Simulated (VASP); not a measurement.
Crystal: ZnSe (Stilleite).

```
Se Zn
1.0
     0.00000    2.88938    2.88938
     2.88938    0.00000    2.88938
     2.88938    2.88938    0.00000
Se Zn
1 1
Cartesian
  4.3341 4.3341 4.3341
  0.0000 0.0000 0.0000
```

Base run:

| Item | Value |
| --- | --- |
| Program | VASP 6.6.1 |
| Functional | revPBE |
| Potentials or basis | VASP PAW PBE potentials, release 64 (Se, Zn) |
| Cutoff | 520 eV |
| k mesh | 8 × 8 × 8 |
| Occupations | fermi-dirac, width 0.05 eV |
| Spin | no spin polarisation |

Its results: band gap on the k mesh 1.18 eV, direct; pressure 0.4 GPa.

Problem. The run is repeated on the same cell with these changes: functional from revPBE to PBE. What comes out?

Solution. Band gap on the k mesh 1.06 eV, direct; pressure -1.1 GPa.

PBE binds more tightly than revPBE, so the same cell stands under less pressure.

Caveats: the PAW data sets were made with another functional, which shifts forces and pressure a little (some runs).

